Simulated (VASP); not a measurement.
Set up this calculation in VASP 6.6.1, as the native input.

| Item | Value |
| --- | --- |
| Task | single point |
| Functional | PBE |
| Potentials or basis | VASP PAW PBE potentials, release 64 (Fe, Si) |
| Cutoff | 600 eV |
| k mesh | 6 × 6 × 6 |
| Occupations | gaussian, width 0.01 eV |
| Spin | no spin polarisation |
| Dipole correction | no |
| Further INCAR settings | ALGO = Normal; EDIFF = 1e-06; NBANDS = 34 |

The structure of FeSi lies in POSCAR:

```
FeSi
1.0
    4.4917015671      0.0000000000      0.0000000000
    0.0000000000      4.4917015671      0.0000000000
    0.0000000000      0.0000000000      4.4917015671
Fe Si
4 4
Direct
    0.8639842230      0.6360157770      0.3639842230
    0.6360157770      0.3639842230      0.8639842230
    0.3639842230      0.8639842230      0.6360157770
    0.1360157770      0.1360157770      0.1360157770
    0.1592730393      0.3407269607      0.6592730393
    0.3407269607      0.6592730393      0.1592730393
    0.6592730393      0.1592730393      0.3407269607
    0.8407269607      0.8407269607      0.8407269607
```

This cell differs from its parent crystal: volume changed by +3%.

These files were run (other wordings do the same):

INCAR

```
PREC     = Accurate       # precision mode
ENCUT    = 600            # plane-wave cutoff, eV
EDIFF    = 1E-6           # SCF threshold, eV
ISMEAR   = 0              # smearing method
SIGMA    = 0.01           # smearing width, eV
LREAL    = False          # projectors in reciprocal space
LASPH    = True           # aspherical terms in the spheres
NELM     = 120            # most SCF steps
ALGO     = Normal         # electronic algorithm
ISIF     = 2              # what is computed and relaxed
LWAVE    = False          # write WAVECAR
LCHARG   = False          # write CHGCAR
GGA      = PE             # functional
NBANDS   = 34             # bands
GGA_COMPAT= False
```

KPOINTS

```
regular mesh
0
Gamma
  6 6 6
```

Potentials or basis: VASP PAW PBE potentials, release 64 (Fe, Si).

Run with:

```console
$ cat potpaw_PBE.64/Fe/POTCAR potpaw_PBE.64/Si/POTCAR > POTCAR
$ mpirun -np 1 vasp_std > vasp.out
```

Results of the run:

```
Pressure               : -6.2 GPa
Largest force          : 0.084 eV/Å
Band gap on the k mesh : 0.17 eV, indirect (the least direct gap lies 2.3 meV higher)
```

Wall time 63 s on 1 thread of Intel(R) Xeon(R) Platinum 8488C (Sapphire Rapids) (shared host), peak memory 0.24 GiB.
